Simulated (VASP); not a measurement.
# AlAs (F-43m) in VASP: further runs

AlAs is run at these levels: PBE; tasks: electric field gradients.

All numbers are computed with VASP 6.6.1; they aren't measurements. Logs are shortened: lines on timing, memory, paths and dates and some standing lists are left out, and cuts for length are marked.

## 1. The cell of the first run

Symmetry: F-43m, No. 216, cubic system. The conventional cell has a = 5.661 Å, b = 5.661 Å, c = 5.661 Å, α = 90.00°, β = 90.00°, γ = 90.00°. Within 3.2 Å of Al (site symmetry -43m) lie 4 As at 2.45 Å. Within 3.2 Å of As (site symmetry -43m) lie 4 Al at 2.45 Å.

## 2. Electric field gradients, PBE

INCAR

```
SYSTEM = AlAs
PREC = Accurate ; ENCUT = 400
EDIFF = 1E-8 ; ISMEAR = -1
SIGMA = 0.05 ; LREAL = .FALSE.
LASPH = .TRUE. ; NELM = 120
ALGO = Normal ; ISIF = 2
LWAVE = .FALSE. ; LCHARG = .FALSE.
GGA = PE ; LEFG = .TRUE.
NBANDS = 11 ; GGA_COMPAT = .FALSE.
```

KPOINTS

```
Automatic mesh
0
G
  10 10 10
  0 0 0
```

POSCAR

```
AlAs
1.0
    0.0000000000      2.8304000000      2.8304000000
    2.8304000000      0.0000000000      2.8304000000
    2.8304000000      2.8304000000      0.0000000000
Al As
1 1
Direct
    0.0000000000      0.0000000000      0.0000000000
    0.7500000000      0.7500000000      0.7500000000
```

Potentials or basis: VASP PAW PBE potentials, release 64 (Al, As).

Started as:

```console
> cat potpaw_PBE.64/Al/POTCAR potpaw_PBE.64/As/POTCAR > POTCAR
> mpirun -np 1 vasp_std > vasp.out
```

OUTCAR:

```text
SYSTEM = AlAs
   PREC = Accurate
   ENCUT = 400
   EDIFF = 1E-8
   ISMEAR = -1
   LREAL = .FALSE.
   LASPH = .TRUE.
   NELM = 120
   ISIF = 2
   GGA = PE

 ion  position               nearest neighbor table
   1  0.000  0.000  0.000-   2 2.45   2 2.45   2 2.45   2 2.45
   2  0.750  0.750  0.750-   1 2.45   1 2.45   1 2.45   1 2.45

  LATTYP: Found a face centered cubic cell.
 ALAT       =     5.6608000000

  Lattice vectors:

 A1 = (   0.0000000000,   2.8304000000,   2.8304000000)
 A2 = (   2.8304000000,   0.0000000000,   2.8304000000)
 A3 = (   2.8304000000,   2.8304000000,   0.0000000000)

Analysis of symmetry for initial positions (statically):
=====================================================================
 Subroutine PRICEL returns:
 Original cell was already a primitive cell.

 Routine SETGRP: Setting up the symmetry group for a
 face centered cubic supercell.

 Subroutine GETGRP returns: Found 24 space group operations
 (whereof 24 operations were pure point group operations)
 out of a pool of 48 trial point group operations.

The static configuration has the point symmetry T_d .

Analysis of symmetry for dynamics (positions and initial velocities):
=====================================================================
 Subroutine PRICEL returns:
 Original cell was already a primitive cell.

 Routine SETGRP: Setting up the symmetry group for a
 face centered cubic supercell.

 Subroutine GETGRP returns: Found 24 space group operations
 (whereof 24 operations were pure point group operations)
 out of a pool of 48 trial point group operations.

The dynamic configuration has the point symmetry T_d .

 Subroutine INISYM returns: Found 24 space group operations
 (whereof 24 operations are pure point group operations),
 and found     1 'primitive' translations

----------------------------------------------------------------------------------------

                                     Primitive cell

  volume of cell :      45.3496

  direct lattice vectors                    reciprocal lattice vectors
     0.000000000  2.830400000  2.830400000    -0.176653477  0.176653477  0.176653477
     2.830400000  0.000000000  2.830400000     0.176653477 -0.176653477  0.176653477
     2.830400000  2.830400000  0.000000000     0.176653477  0.176653477 -0.176653477

  length of vectors
     4.002790067  4.002790067  4.002790067     0.305972797  0.305972797  0.305972797

  position of ions in fractional coordinates (direct lattice)
     0.000000000  0.000000000  0.000000000
     0.750000000  0.750000000  0.750000000

  ion indices of the primitive-cell ions
   primitive index   ion index
                 1           1
                 2           2

----------------------------------------------------------------------------------------

 KPOINTS: Automatic mesh

Automatic generation of k-mesh.
 Grid dimensions read from file:
 generate k-points for:   10   10   10

 Generating k-lattice:

  Cartesian coordinates                     Fractional coordinates (reciprocal lattice)
    -0.017665348  0.017665348  0.017665348     0.100000000  0.000000000  0.000000000
     0.017665348 -0.017665348  0.017665348     0.000000000  0.100000000  0.000000000
     0.017665348  0.017665348 -0.017665348     0.000000000  0.000000000  0.100000000

  Length of vectors
     0.030597280  0.030597280  0.030597280

  Shift w.r.t. Gamma in fractional coordinates (k-lattice)
     0.000000000  0.000000000  0.000000000

 Subroutine IBZKPT returns following result:
 ===========================================

 Found     47 irreducible k-points:

 Following reciprocal coordinates:
            Coordinates               Weight
  0.000000  0.000000  0.000000      1.000000
  0.100000  0.000000  0.000000      8.000000
  0.200000  0.000000  0.000000      8.000000
  0.300000  0.000000  0.000000      8.000000
  0.400000  0.000000  0.000000      8.000000
  0.500000  0.000000  0.000000      4.000000
[... 16 lines left out ...]
  0.300000  0.300000  0.000000      6.000000
  0.400000  0.300000  0.000000     24.000000
 [... further k-points ...]
   k-points           NKPTS =     47   k-points in BZ     NKDIM =     47   number of bands    NBANDS=     11
   number of dos      NEDOS =    301   number of ions     NIONS =      2
   total plane-waves  NPLWV =  21952
   dimension x,y,z NGX =    28 NGY =   28 NGZ =   28
   dimension x,y,z NGXF=    56 NGYF=   56 NGZF=   56
   ions per type =               1   1
   NGX,Y,Z   is equivalent  to a cutoff of  11.63, 11.63, 11.63 a.u.
   NGXF,Y,Z  is equivalent  to a cutoff of  23.26, 23.26, 23.26 a.u.
 SYSTEM =  AlAs
   PREC   = accura    normal or accurate (medium, high low for compatibility)
   ISTART =      0    job   : 0-new  1-cont  2-samecut
   ICHARG =      2    charge: 1-file 2-atom 10-const
   ISPIN  =      1    spin polarized calculation?
   LNONCOLLINEAR =      F non collinear calculations
   LSORBIT =      F    spin-orbit coupling
   LASPH  =      T    aspherical Exc in radial PAW
   ENCUT  =  400.0 eV  29.40 Ry    5.42 a.u.   6.53  6.53  6.53*2*pi/ulx,y,z
   NELM   =    120;   NELMIN=  2; NELMDL= -5     # of ELM steps
   EDIFF  = 0.1E-07   stopping-criterion for ELM
   LREAL  =      F    real-space projection
   EDIFFG = 0.1E-06   stopping-criterion for IOM
   NSW    =      0    number of steps for IOM
   IBRION =     -1    ionic relax: 0-MD 1-quasi-New 2-CG
   NFREE  =      0    steps in history (QN), initial steepest desc. (CG)
   ISIF   =      2    stress and relaxation
   ISYM   =      2    0-nonsym 1-usesym 2-fastsym
   POTIM  = 0.5000    time-step for ionic-motion
   TEBEG  =    0.0;   TEEND  =   0.0 temperature during run
   PSTRESS=    0.0 pullay stress
   NELECT =       8.0000    total number of electrons
   NUPDOWN=      -1.0000    fix difference up-down
   EMIN   =  10.00;   EMAX   =-10.00  energy-range for DOS
   EFERMI =   0.00;   METHOD = LEGACY
   ISMEAR =    -1;   SIGMA  =   0.05  broadening in eV -4-tet -1-fermi 0-gaus
   EFERMI_NEDOS =   21; number of points for ismear=-14 and -15
   IALGO  =     38    algorithm
   IMIX   =      4    mixing-type and parameters
     AMIX     =   0.40;   BMIX     =  1.00
     AMIX_MAG =   1.60;   BMIX_MAG =  1.00
  volume/ion in A,a.u.               =      22.67       153.02
  Fermi-wavevector in a.u.,A,eV,Ry     =   0.918150  1.735052 11.469706  0.843000
  Thomas-Fermi vector in A             =   2.043199
   LORBIT       =      0    0 simple, 1 ext, 2 COOP (PROOUT), +10 PAW based schemes
   GGA     = PE    functional components
   LHFCALC =     F    Hartree Fock is set to
   AEXX    =    0.0000 exact exchange contribution
   IVDW    =     0    specifies the selected vdW correction
   LEPSILON=     F    determine dielectric tensor
   LRPA    =     F    only Hartree local field effects (RPA)
 non-spin polarized calculation
  energy-cutoff  :      400.00
  volume of cell :       45.35
 maximum number of plane-waves:       869
 NGX is ok and might be reduce to    28
   NGX = 13   NGY = 13   NGZ = 13

 number of electron       7.9999999 magnetization

 Free energy of the ion-electron system (eV)
  ---------------------------------------------------
  ext. energy  EPLUGINS =         0.00000000
  ---------------------------------------------------
  free energy    TOTEN  =        -9.37425688 eV

  energy without entropy =       -9.37425687  energy(sigma->0) =       -9.37425687

 E-fermi :   4.6256     XC(G=0):  -9.0420

 val. band max:        3.8888029215   @ k =   0.0000   0.0000   0.0000
 cond. band min:       5.3239878689   @ k =   0.5000   0.5000   0.0000
 fundamental gap:      1.4351849473
 Fermi energy:         4.6256119763

 k-point     1 :       0.0000    0.0000    0.0000
  band No.  band energies     occupation
      1      -7.9762      2.00000
      2       3.8888      2.00000
      3       3.8888      2.00000
      4       3.8888      2.00000
      5       5.9500      0.00000
      6       8.1765      0.00000
      7       8.1765      0.00000
      8       8.1765      0.00000
      9      12.7600      0.00000
     10      12.9013      0.00000
     11      12.9013      0.00000
[... 309 lines left out ...]
 k-point    24 :       0.4000    0.3000    0.0000
  band No.  band energies     occupation
      1      -6.5536      2.00000
      2      -0.6529      2.00000
      3       1.7644      2.00000
      4       2.0806      2.00000
      5       6.0652      0.00000
      6       7.1510      0.00000
      7      11.4562      0.00000
      8      11.8866      0.00000
      9      14.0124      0.00000
     10      15.3627      0.00000
     11      16.8877      0.00000

 [... further k-points ...]

------------------------ aborting loop because EDIFF is reached ----------------------------------------

  FORCE on cell =-STRESS in cart. coord.  units (eV):
  Direction    XX          YY          ZZ          XY          YZ          ZX
  --------------------------------------------------------------------------------------
  -------------------------------------------------------------------------------------
  Total        0.7792499      0.7792499      0.7792499      0.0000000      0.0000000      0.0000000
  in kB       27.5304887     27.5304887     27.5304887      0.0000000      0.0000000      0.0000000
  external PRESSURE =      27.5304887 kB  Pullay stress =       0.0000000 kB

 VOLUME and BASIS-vectors are now :
 -----------------------------------------------------------------------------
  energy-cutoff  :      400.00
  volume of cell :       45.35
      direct lattice vectors                 reciprocal lattice vectors
     0.000000000  2.830400000  2.830400000    -0.176653477  0.176653477  0.176653477
     2.830400000  0.000000000  2.830400000     0.176653477 -0.176653477  0.176653477
     2.830400000  2.830400000  0.000000000     0.176653477  0.176653477 -0.176653477

 POSITION                                       TOTAL-FORCE (eV/Angst)
 -----------------------------------------------------------------------------------
      0.00000      0.00000      0.00000         0.000000      0.000000      0.000000
      4.24560      4.24560      4.24560        -0.000000     -0.000000     -0.000000
 -----------------------------------------------------------------------------------
    total drift:                               -0.000000     -0.000000     -0.000000

  FREE ENERGIE OF THE ION-ELECTRON SYSTEM (eV)
  ---------------------------------------------------
  free  energy   TOTEN  =        -9.3742568765 eV

  energy  without entropy=       -9.3742568679  energy(sigma->0) =       -9.37425687

 Electric field gradients (V/A^2)
---------------------------------------------------------------------
 ion       V_xx      V_yy      V_zz      V_xy      V_xz      V_yz
---------------------------------------------------------------------
   1       0.000    -0.000     0.000    -0.000    -0.000    -0.000
   2       0.000    -0.000     0.000    -0.000    -0.000    -0.000
---------------------------------------------------------------------

 Electric field gradients after diagonalization (V/A^2)
 (convention: |V_zz| > |V_xx| > |V_yy|)
----------------------------------------------------------------------
 ion       V_xx      V_yy      V_zz     asymmetry (V_yy - V_xx)/ V_zz
----------------------------------------------------------------------
   1       0.000     0.000    -0.000       0.000
   2       0.000     0.000    -0.001       0.000
----------------------------------------------------------------------

           NMR quadrupolar parameters

 Cq : quadrupolar parameter    Cq=e*Q*V_zz/h
 eta: asymmetry parameters     (V_yy - V_xx)/ V_zz
 Q  : nuclear electric quadrupole moment in mb (millibarn)
----------------------------------------------------------------------
 ion       Cq(MHz)       eta       Q (mb)
----------------------------------------------------------------------
   1      -0.000       0.000       1.000
   2      -0.000       0.000       1.000
----------------------------------------------------------------------
```

Wall time 9.4 s (1 thread of Intel Xeon 6975P-C (Granite Rapids), shared host); peak memory 0.16 GiB.

What came out:

```yaml
Free_energy: -9.3743 eV
Pressure: 2.8 GPa
Band_gap_on_the_k_mesh: 1.44 eV (least direct gap 2.06 eV)
Largest_electric_field_gradient_by_atom: zero within the noise of the run
```

A k mesh can miss the band edges. A hybrid or GW would open this gap; PBE tends to underestimate it.

## 3. Electric field gradients, PBE

INCAR

```
ALGO = Normal
EDIFF = 1E-8
ENCUT = 400
GGA = PE
GGA_COMPAT = False
ISIF = 2
ISMEAR = -1
LASPH = True
LCHARG = False
LEFG = True
LREAL = False
LWAVE = False
NBANDS = 11
NELM = 120
PREC = Accurate
SIGMA = 0.05
```

KPOINTS

```
k-points
0
Gamma
  10 10 10
```

POSCAR is that of step 2.

Potentials or basis: VASP PAW PBE potentials, release 64 (Al, As).

Started as:

```console
> cat potpaw_PBE.64/Al/POTCAR potpaw_PBE.64/As/POTCAR > POTCAR
> mpirun -np 1 vasp_std > vasp.out
```

OUTCAR:

```text
EDIFF = 1E-8
   ENCUT = 400
   GGA = PE
   ISIF = 2
   ISMEAR = -1
   LASPH = True
   LREAL = False
   NELM = 120
   PREC = Accurate

 ion  position               nearest neighbor table
   1  0.000  0.000  0.000-   2 2.45   2 2.45   2 2.45   2 2.45
   2  0.750  0.750  0.750-   1 2.45   1 2.45   1 2.45   1 2.45

  LATTYP: Found a face centered cubic cell.
 ALAT       =     5.6608000000

  Lattice vectors:

 A1 = (   0.0000000000,   2.8304000000,   2.8304000000)
 A2 = (   2.8304000000,   0.0000000000,   2.8304000000)
 A3 = (   2.8304000000,   2.8304000000,   0.0000000000)

Analysis of symmetry for initial positions (statically):
=====================================================================
 Subroutine PRICEL returns:
 Original cell was already a primitive cell.

 Routine SETGRP: Setting up the symmetry group for a
 face centered cubic supercell.

 Subroutine GETGRP returns: Found 24 space group operations
 (whereof 24 operations were pure point group operations)
 out of a pool of 48 trial point group operations.

The static configuration has the point symmetry T_d .

Analysis of symmetry for dynamics (positions and initial velocities):
=====================================================================
 Subroutine PRICEL returns:
 Original cell was already a primitive cell.

 Routine SETGRP: Setting up the symmetry group for a
 face centered cubic supercell.

 Subroutine GETGRP returns: Found 24 space group operations
 (whereof 24 operations were pure point group operations)
 out of a pool of 48 trial point group operations.

The dynamic configuration has the point symmetry T_d .

[... 477 lines left out ...]
      1      -6.5536      2.00000
      2      -0.6529      2.00000
      3       1.7644      2.00000
      4       2.0806      2.00000
      5       6.0652      0.00000
      6       7.1510      0.00000
      7      11.4562      0.00000
      8      11.8866      0.00000
      9      14.0124      0.00000
     10      15.3627      0.00000
     11      16.8877      0.00000

 [... further k-points ...]

------------------------ aborting loop because EDIFF is reached ----------------------------------------

  FORCE on cell =-STRESS in cart. coord.  units (eV):
  Direction    XX          YY          ZZ          XY          YZ          ZX
  --------------------------------------------------------------------------------------
  -------------------------------------------------------------------------------------
  Total        0.7792499      0.7792499      0.7792499      0.0000000      0.0000000      0.0000000
  in kB       27.5304887     27.5304887     27.5304887      0.0000000      0.0000000      0.0000000
  external PRESSURE =      27.5304887 kB  Pullay stress =       0.0000000 kB

 VOLUME and BASIS-vectors are now :
 -----------------------------------------------------------------------------
  energy-cutoff  :      400.00
  volume of cell :       45.35
      direct lattice vectors                 reciprocal lattice vectors
     0.000000000  2.830400000  2.830400000    -0.176653477  0.176653477  0.176653477
     2.830400000  0.000000000  2.830400000     0.176653477 -0.176653477  0.176653477
     2.830400000  2.830400000  0.000000000     0.176653477  0.176653477 -0.176653477

 POSITION                                       TOTAL-FORCE (eV/Angst)
 -----------------------------------------------------------------------------------
      0.00000      0.00000      0.00000         0.000000      0.000000      0.000000
      4.24560      4.24560      4.24560        -0.000000     -0.000000     -0.000000
 -----------------------------------------------------------------------------------
    total drift:                               -0.000000     -0.000000     -0.000000

  FREE ENERGIE OF THE ION-ELECTRON SYSTEM (eV)
  ---------------------------------------------------
  free  energy   TOTEN  =        -9.3742568765 eV

  energy  without entropy=       -9.3742568679  energy(sigma->0) =       -9.37425687

 Electric field gradients (V/A^2)
---------------------------------------------------------------------
 ion       V_xx      V_yy      V_zz      V_xy      V_xz      V_yz
---------------------------------------------------------------------
   1       0.000    -0.000     0.000    -0.000    -0.000    -0.000
   2       0.000    -0.000     0.000    -0.000    -0.000    -0.000
---------------------------------------------------------------------

 Electric field gradients after diagonalization (V/A^2)
 (convention: |V_zz| > |V_xx| > |V_yy|)
----------------------------------------------------------------------
 ion       V_xx      V_yy      V_zz     asymmetry (V_yy - V_xx)/ V_zz
----------------------------------------------------------------------
   1       0.000     0.000    -0.000       0.000
   2       0.000     0.000    -0.001       0.000
----------------------------------------------------------------------

           NMR quadrupolar parameters

 Cq : quadrupolar parameter    Cq=e*Q*V_zz/h
 eta: asymmetry parameters     (V_yy - V_xx)/ V_zz
 Q  : nuclear electric quadrupole moment in mb (millibarn)
----------------------------------------------------------------------
 ion       Cq(MHz)       eta       Q (mb)
----------------------------------------------------------------------
   1      -0.000       0.000       1.000
   2      -0.000       0.000       1.000
----------------------------------------------------------------------
```

OSZICAR:

```text
N       E                     dE             d eps       ncg     rms          rms(c)
DAV:   1     0.103493646736E+02    0.10349E+02   -0.25018E+03  1050   0.424E+02
DAV:   2    -0.882158020520E+01   -0.19171E+02   -0.18290E+02  1311   0.804E+01
DAV:   3    -0.959100083805E+01   -0.76942E+00   -0.76845E+00  1327   0.157E+01
DAV:   4    -0.959640287390E+01   -0.54020E-02   -0.54016E-02  1177   0.160E+00
DAV:   5    -0.959650094553E+01   -0.98072E-04   -0.98070E-04  1327   0.204E-01    0.323E+00
DAV:   6    -0.940686663359E+01    0.18963E+00   -0.33298E-01  1133   0.209E+00    0.187E+00
DAV:   7    -0.937345636531E+01    0.33410E-01   -0.16819E-01  1183   0.161E+00    0.683E-01
DAV:   8    -0.937401190922E+01   -0.55554E-03   -0.11161E-02  1144   0.490E-01    0.108E-01
DAV:   9    -0.937412324690E+01   -0.11134E-03   -0.40463E-04  1238   0.114E-01    0.605E-02
DAV:  10    -0.937425296127E+01   -0.12971E-03   -0.17220E-04  1126   0.700E-02    0.690E-03
DAV:  11    -0.937425680423E+01   -0.38430E-05   -0.19494E-05  1268   0.189E-02    0.578E-03
DAV:  12    -0.937425669817E+01    0.10606E-06   -0.20679E-06  1166   0.685E-03    0.169E-03
DAV:  13    -0.937425688115E+01   -0.18299E-06   -0.16065E-07  1270   0.212E-03    0.151E-03
DAV:  14    -0.937425687650E+01    0.46500E-08   -0.34459E-08  1154   0.779E-04
   1 F= -.93742569E+01 E0= -.93742569E+01  d E =-.860958E-08
```

stdout:

```text
POSCAR found type information on POSCAR AlAs
 POSCAR found :  2 types and       2 ions
 scaLAPACK will be used
 LDA part: xc-table for (Slater+PW92), standard interpolation
 POSCAR, INCAR and KPOINTS ok, starting setup
 FFT: planning ... GRIDC
 FFT: planning ... GRID_SOFT
 FFT: planning ... GRID
 WAVECAR not read
 entering main loop
ion   1

ion   2
```

It took 8.9 s on 1 thread of Intel Xeon 6975P-C (Granite Rapids), shared host; peak memory 0.16 GiB.

What came out:

| Property | Result |
| --- | --- |
| Free energy | -9.3743 eV |
| Pressure | 2.8 GPa |
| Band gap on the k mesh | 1.44 eV (least direct gap 2.06 eV) |
| Largest electric field gradient by atom | zero within the noise of the run |

(Continued in part 2 of 2.)
